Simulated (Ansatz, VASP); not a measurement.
**One calculation of LiBr, two programs**

POSCAR

```
LiBr
1.0
    0.0000000000      2.7395650468      2.7395650468
    2.7395650468      0.0000000000      2.7395650468
    2.7395650468      2.7395650468      0.0000000000
Li Br
1 1
Direct
    0.0000000000      0.0000000000      0.0000000000
    0.5000000000      0.5000000000      0.5000000000
```

The input INCAR.step1:

```
SYSTEM = LiBr
  PREC = Accurate
  ENCUT = 650
  EDIFF = 1E-5
  ISMEAR = 0
  SIGMA = 0.01
  LREAL = .False.
  LASPH = .True.
  NELM = 120
  ALGO = Normal
  ISIF = 2
  LWAVE = .True.
  LCHARG = .False.
  GGA = PE
  NBANDS = 12
  GGA_COMPAT = .False.
```

File INCAR.step2:

```
SYSTEM = LiBr
  PREC = Accurate
  ENCUT = 650
  EDIFF = 1E-6
  ISMEAR = 0
  SIGMA = 0.01
  LREAL = .False.
  LASPH = .True.
  NELM = 120
  ALGO = Normal
  ISIF = 2
  LWAVE = .False.
  LCHARG = .False.
  GGA = PE
  LHFCALC = .True.
  HFSCREEN = 0.2079
  PRECFOCK = Normal
  ISTART = 1
  NBANDS = 12
  GGA_COMPAT = .False.
```

The input KPOINTS:

```
regular mesh
0
Gamma
  4 4 4
  0 0 0
```

Input for Ansatz:

```yaml
crystal:
  lattice:
    - [0.0, 2.7395650468, 2.7395650468]
    - [2.7395650468, 0.0, 2.7395650468]
    - [2.7395650468, 2.7395650468, 0.0]
  atoms:
    - { symbol: Li, position: [0.0, 0.0, 0.0] }
    - { symbol: Br, position: [0.5, 0.5, 0.5] }
kpoints:
  mp_grid: { grid: [4, 4, 4] }
hamiltonian:
  xc: hse06
scf:
  occupations: { method: fixed }
  n_extra_bands: 4
output:
  forces: true
  stress: true
  eigenvalues: true
```

Alike in both runs: task single point; functional HSE06; k mesh 4 × 4 × 4; no spin polarisation.

|  | VASP | Ansatz |
| --- | --- | --- |
| version | VASP 6.6.1 | Ansatz 0.2.0 |
| potentials or method | VASP PAW PBE potentials, release 64 (Li_sv, Br) | plane waves, PAW |
| plane-wave cutoff (eV) | 650 | 420 |
| occupations | gaussian, width 0.01 eV | fixed |
| valence electrons in the cell | 10 | 10 |

Ansatz gave:

```
gap on the k mesh at the Fermi level (eV) : 6.22
pressure (GPa)                            : 0.1
```

Problem. Which values does VASP return?

Solution. gap on the k mesh at the Fermi level (eV): 6.21; pressure (GPa): -0.1.

Ansatz's warnings: stress exchange threshold loose, stress scf threshold loose.

The k mesh is coarse, so the values compare programs but aren't converged.
